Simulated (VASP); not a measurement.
Here is a VASP 6.6.1 calculation.

Contents of INCAR:

```
SYSTEM = ZnS
PREC = Accurate ; ENCUT = 520
EDIFF = 1E-6 ; ISMEAR = 0
SIGMA = 0.02 ; LREAL = .FALSE.
LASPH = .TRUE. ; NELM = 80
ALGO = Normal ; ISIF = 2
LWAVE = .FALSE. ; LCHARG = .FALSE.
GGA = PE ; NBANDS = 66
```

Contents of KPOINTS:

```
Automatic mesh
0
G
  12 12 2
  0 0 0
```

File POSCAR:

```
ZnS
1.0
    3.9224757942      0.0000000000      0.0000000000
   -1.9612378971      3.3969636835      0.0000000000
    0.0000000000      0.0000000000     19.2433015887
Zn S
6 6
Direct
    0.0000000000      0.0000000000      0.0000297395
    0.0000000000      0.0000000000      0.5000297395
    0.3333333333      0.6666666667      0.1667881137
    0.6666666667      0.3333333333      0.6667881137
    0.6666666667      0.3333333333      0.3332709664
    0.3333333333      0.6666666667      0.8332709664
    0.0000000000      0.0000000000      0.1251143272
    0.0000000000      0.0000000000      0.6251143272
    0.3333333333      0.6666666667      0.2916430245
    0.6666666667      0.3333333333      0.7916430245
    0.6666666667      0.3333333333      0.4581538287
    0.3333333333      0.6666666667      0.9581538287
```

Potentials or basis: VASP PAW PBE potentials, release 64 (Zn, S).

The run is started by

```sh
$ cat potpaw_PBE.64/Zn/POTCAR potpaw_PBE.64/S/POTCAR > POTCAR
$ mpirun -np 1 vasp_std > vasp.out
```

Q: Predict the pressure.

A: -3.4 GPa.

Q: What does it give for the band gap on the k mesh?

A: 1.79 eV.

Forces in eV/Å, atoms in the order of the input:
```
Zn   0.000  0.000 -0.004
Zn   0.000  0.000 -0.004
Zn   0.000  0.000 -0.006
Zn   0.000  0.000 -0.006
Zn   0.000  0.000 -0.001
Zn   0.000  0.000 -0.001
S    0.000  0.000  0.006
S    0.000  0.000  0.006
S    0.000  0.000  0.002
S    0.000  0.000  0.002
S    0.000  0.000  0.004
S    0.000  0.000  0.004
```

Caveat: the cell stands under tension. A k mesh can miss the band edges.
